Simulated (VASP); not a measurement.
## MgO: single point with PBE

Crystal: MgO.

```xyz
2
Lattice="-0.0526 2.1022 2.1022 2.1022 -0.0526 2.1022 2.0496 2.0496 0.0000" Properties=species:S:1:pos:R:3 pbc="T T T"
Mg    0.0000    0.0000    0.0000
O     2.0496    2.0496    2.1022
```

This cell differs from its parent crystal: shear xy strain -5.0%.

```yaml
Program: VASP 6.6.1
Task: single point
Functional: PBE
Potentials_or_basis: VASP PAW PBE potentials, release 64 (Mg, O)
Cutoff: 520 eV
k_mesh: 10 × 10 × 10
Occupations: fermi-dirac, width 0.02 eV
Spin: no spin polarisation
```

```yaml
Pressure: 5.0 GPa
Band_gap_on_the_k_mesh: 4.56 eV
```

Stress tensor (GPa, compression positive):
```
5.19 7.43 0.00
7.43 5.19 0.00
0.00 0.00 4.65
```

Levels at points of the mesh, in eV from the valence-band top:
| k point | band 1 | band 2 | band 3 | band 4 | band 5 | band 6 | band 7 | band 8 |
| --- | --- | --- | --- | --- | --- | --- | --- | --- |
| (0.00, 0.00, 0.00) | -17.49 | -0.38 | -0.21 | 0.00 | 4.56 | 14.92 | 15.67 | 16.39 |
| (0.50, 0.00, 0.00) | -16.25 | -4.93 | -0.85 | -0.63 | 7.89 | 12.18 | 16.31 | 16.81 |
| (0.50, 0.50, 0.00) | -15.93 | -4.31 | -1.85 | -1.24 | 8.64 | 10.15 | 12.96 | 18.37 |
| (0.00, 0.00, 0.50) | -16.13 | -4.75 | -1.05 | -0.87 | 7.56 | 12.73 | 15.59 | 16.08 |
| (0.50, 0.00, 0.50) | -15.92 | -4.30 | -1.55 | -1.55 | 8.93 | 9.83 | 12.91 | 18.86 |

It took 19 s on 1 thread of Intel Xeon 8259CL, on a shared host, peak memory 0.17 GiB.

Caveat: the cell differs from its parent crystal (shear xy strain -5.0%); the cell stands under pressure.
